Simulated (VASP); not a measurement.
A run of VASP 6.6.1 is set up as follows.

POSCAR

```
La3Mg
1.0
    5.1390950000      0.0000000000      0.0000000000
    0.0000000000      5.1390950000      0.0000000000
    0.0000000000      0.0000000000      5.1390950000
La Mg
3 1
Direct
    0.5132468743      0.4958688178      0.0018047707
    0.5035651563      0.0167744395      0.5212307869
   -0.0059830947      0.4835232435      0.4961557949
   -0.0016791595     -0.0065726526     -0.0221308878
```

INCAR.step1

```
PREC = Accurate
ENCUT = 520
ISMEAR = -1
SIGMA = 0.1
LREAL = F
LASPH = T
NELM = 60
NBANDS = 26
GGA = PE
ALGO = Normal
EDIFF = 1E-4
LWAVE = T
LCHARG = F
```

Contents of INCAR.step2:

```
PREC = Accurate
ENCUT = 520
EDIFF = 1E-6
ISMEAR = -1
SIGMA = 0.1
LREAL = F
LASPH = T
NELM = 60
ALGO = Normal
ISIF = 2
LWAVE = F
LCHARG = F
METAGGA = R2SCAN
LMIXTAU = T
NBANDS = 26
ISTART = 1
```

KPOINTS

```
Automatic mesh
0
Gamma
  3 3 3
```

Potentials or basis: VASP PAW PBE potentials, release 64 (La, Mg).

The run is started by

```sh
$ cat potpaw_PBE.64/La/POTCAR potpaw_PBE.64/Mg/POTCAR > POTCAR
$ cp INCAR.step1 INCAR
$ mpirun -np 1 vasp_std > vasp.out
$ cp INCAR.step2 INCAR
$ mpirun -np 1 vasp_std > vasp.out
```

Task: Estimate the largest force.

Result: 0.425 eV/Å.

Task: What does it give for the pressure?

Result: 0.0 GPa.

Forces in eV/Å, atoms in the order of the input:
```
La  -0.170  0.095  0.020
La  -0.084 -0.280 -0.309
La   0.144  0.191 -0.096
Mg   0.109 -0.006  0.385
```

Caveat: the k points lie up to 0.41 Å⁻¹ apart; the PAW data sets were made with another functional, which shifts forces and pressure a little.
